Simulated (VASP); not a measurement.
# SnO2: single point with PBEsol

Crystal: SnO2.

```
CELL_PARAMETERS angstrom
4.54399 0.00000 0.00000
0.00000 4.54399 0.00000
0.00000 0.00000 3.14276
ATOMIC_POSITIONS crystal
Sn 0.50000 0.50000 0.50000
Sn 0.00000 0.00000 0.00000
O 0.80534 0.19466 0.50000
O 0.69466 0.69466 0.00000
O 0.19466 0.80534 0.50000
O 0.30534 0.30534 0.00000
```

```json
{
  "Program": "VASP 6.6.1",
  "Task": "single point",
  "Functional": "PBEsol",
  "Potentials or basis": "VASP PAW PBE potentials, release 64 (Sn_d, O)",
  "Cutoff": "520 eV",
  "k mesh": "6 × 6 × 8",
  "Occupations": "fermi-dirac, width 0.05 eV",
  "Spin": "no spin polarisation",
  "Dipole correction": "no",
  "Further INCAR settings": "ALGO = Normal; EDIFF = 1e-06; NBANDS = 35"
}
```

```yaml
Pressure: 30.9 GPa
Largest_force: 0.016 eV/Å
Band_gap_on_the_k_mesh: 2.27 eV
```

Forces on the atoms (eV/Å):
```
Sn   0.000  0.000  0.000
Sn   0.000  0.000  0.000
O   -0.011  0.011  0.000
O    0.011  0.011  0.000
O    0.011 -0.011  0.000
O   -0.011 -0.011  0.000
```

Stress tensor (GPa, compression positive):
```
30.73  0.00  0.00
 0.00 30.73  0.00
 0.00  0.00 31.13
```

Levels at points of the mesh, in eV from the valence-band top:
| k point | band 22 | band 23 | band 24 | band 25 | band 26 | band 27 | band 28 | band 29 | band 30 | band 31 |
| --- | --- | --- | --- | --- | --- | --- | --- | --- | --- | --- |
| (0.00, 0.00, 0.00) | -1.23 | -1.23 | -0.85 | -0.85 | 0.00 | 2.27 | 6.48 | 6.48 | 6.70 | 10.78 |
| (0.50, 0.00, 0.00) | -2.11 | -1.21 | -1.21 | -0.66 | -0.66 | 5.44 | 5.44 | 7.32 | 7.32 | 12.14 |
| (0.50, 0.50, 0.00) | -2.28 | -1.34 | -1.34 | -0.95 | -0.95 | 5.85 | 5.85 | 8.02 | 8.02 | 12.00 |
| (0.00, 0.00, 0.50) | -2.72 | -1.98 | -1.98 | -1.40 | -1.40 | 7.30 | 7.30 | 10.36 | 10.36 | 10.98 |
| (0.50, 0.00, 0.50) | -1.89 | -1.27 | -1.27 | -0.51 | -0.51 | 7.66 | 7.66 | 8.89 | 8.89 | 11.59 |
| (0.50, 0.50, 0.50) | -2.24 | -1.03 | -1.03 | -0.91 | -0.91 | 5.81 | 5.81 | 9.22 | 9.22 | 11.60 |

It took 70 s on 1 thread of Intel(R) Xeon(R) Platinum 8259CL CPU @ 2.50GHz (Skylake/Cascade Lake), on a shared host, peak memory 0.23 GiB.

Caveat: the cell stands under pressure; the PAW data sets were made with another functional, which shifts forces and pressure a little; spin-orbit coupling is left out, which moves the levels of the heavy elements. Expect the measured gap to be larger: semilocal functionals such as PBEsol lack the derivative discontinuity.
